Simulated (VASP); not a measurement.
Set up this calculation in VASP 6.6.1, as the native input.

- Task: single point
- Functional: PBEsol
- Potentials or basis: VASP PAW PBE potentials, release 64 (Al, Ga_d, N)
- Cutoff: 520 eV
- k mesh: 6 × 6 × 6
- Occupations: gaussian, width 0.05 eV
- Spin: no spin polarisation
- Dipole correction: no
- Further INCAR settings: ALGO = Normal; EDIFF = 1e-06; NBANDS = 31

The structure of Al3GaN4 lies in POSCAR:

```
Al3GaN4
1.0
    4.2307150468      0.0000000000      0.0000000000
    0.0000000000      4.2307150468      0.0000000000
    0.0000000000      0.0000000000      4.4069948404
Al Ga N
3 1 4
Direct
    0.5000000000      0.5000000000      0.0000000000
    0.5000000000      0.0000000000      0.5000000000
    0.0000000000      0.5000000000      0.5000000000
    0.0000000000      0.0000000000      0.0000000000
    0.7447077174      0.7447077174      0.2552922826
    0.7447077174      0.2552922826      0.7447077174
    0.2552922826      0.7447077174      0.7447077174
    0.2552922826      0.2552922826      0.2552922826
```

This cell differs from its parent crystal: strain -0.040 along x and y, +0.000 along z.

The input as run:

INCAR

```
SYSTEM = Al3GaN4
ALGO     = Normal         ! electronic algorithm
EDIFF    = 1E-6           ! SCF threshold, eV
ENCUT    = 520            ! plane-wave cutoff, eV
GGA      = PS             ! functional
ISIF     = 2              ! what is computed and relaxed
ISMEAR   = 0              ! smearing method
LASPH    = .True.         ! aspherical terms in the spheres
LCHARG   = .False.        ! write CHGCAR
LREAL    = .False.        ! projectors in reciprocal space
LWAVE    = .False.        ! write WAVECAR
NBANDS   = 31             ! bands
NELM     = 80             ! most SCF steps
PREC     = Accurate       ! precision mode
SIGMA    = 0.05           ! smearing width, eV
```

KPOINTS

```
k-points
0
Gamma
  6 6 6
  0 0 0
```

Potentials or basis: VASP PAW PBE potentials, release 64 (Al, Ga_d, N).

Launch:

```bash
$ cat potpaw_PBE.64/Al/POTCAR potpaw_PBE.64/Ga_d/POTCAR potpaw_PBE.64/N/POTCAR > POTCAR
$ mpirun -np 1 vasp_std > vasp.out
```

It gave:

```
Pressure               : 18.9 GPa
Largest force          : 0.053 eV/Å
Band gap on the k mesh : 3.21 eV (least direct gap 3.24 eV)
```

Caveat: the cell differs from its parent crystal (strain -0.040 along x and y, +0.000 along z); the cell stands under pressure; the PAW data sets were made with another functional, which shifts forces and pressure a little.

Wall time 92 s on 1 thread of Intel Xeon 8259CL (shared host), peak memory 0.23 GiB.
